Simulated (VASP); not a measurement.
# TiO2: single point with PBE

TiO2:

```
CELL_PARAMETERS angstrom
4.86010 0.00000 0.00000
0.00000 4.86010 0.00000
0.00000 0.00000 2.80580
ATOMIC_POSITIONS crystal
Ti 0.00000 0.00000 0.00000
Ti 0.50000 0.50000 0.50000
O 0.30510 0.30510 0.00000
O 0.19490 0.80510 0.50000
O 0.69490 0.69490 0.00000
O 0.80510 0.19490 0.50000
```

| Property | Result |
| --- | --- |
| Program | VASP 6.6.1 |
| Task | single point |
| Functional | PBE |
| Potentials or basis | VASP PAW PBE potentials, release 64 (Ti_sv, O) |
| Cutoff | 520 eV |
| k mesh | 6 × 6 × 10 |
| Occupations | gaussian, width 0.05 eV |
| Spin | no spin polarisation |
| Dipole correction | no |
| Further INCAR settings | ALGO = Normal; EDIFF = 1e-06; NBANDS = 33 |

```yaml
Pressure: -2.0 GPa
Largest_force: 0.251 eV/Å
Band_gap_on_the_k_mesh: 1.90 eV (least direct gap 1.94 eV)
```

Forces on the atoms (eV/Å):
```
Ti   0.000  0.000  0.000
Ti   0.000  0.000  0.000
O    0.178  0.178  0.000
O   -0.178  0.178  0.000
O   -0.178 -0.178  0.000
O    0.178 -0.178  0.000
```

Stress tensor (GPa, compression positive):
```
-10.69   0.00   0.00
  0.00 -10.69   0.00
  0.00   0.00  15.43
```

Levels at points of the mesh, in eV from the valence-band top:
```
           k point  band 20  band 21  band 22  band 23  band 24  band 25  band 26  band 27  band 28  band 29
(0.00, 0.00, 0.00)    -0.96    -0.26    -0.26    -0.09    -0.04     1.91     2.06     3.00     3.00     3.04
(0.50, 0.00, 0.00)    -2.65    -0.70    -0.70    -0.52    -0.52     2.53     2.53     3.31     3.31     3.94
(0.50, 0.50, 0.00)    -1.97    -0.86    -0.86    -0.50    -0.50     1.90     1.90     3.01     3.01     4.17
(0.00, 0.00, 0.50)    -2.84    -1.54    -1.54    -1.23    -1.23     3.02     3.02     3.63     3.63     4.08
(0.50, 0.00, 0.50)    -1.92    -1.76    -1.76    -0.68    -0.68     2.17     2.17     3.87     3.87     4.03
(0.50, 0.50, 0.50)    -2.83    -0.81    -0.81    -0.58    -0.58     2.78     2.78     3.27     3.27     4.09
```

Run time: 3.3 min on 1 thread of AMD EPYC 7R43 64-Core Processor (Zen 3) (shared host), peak memory 0.2 GiB.

A k mesh can miss the band edges. PBE gaps usually lie below the measured ones, often by a third to a half.
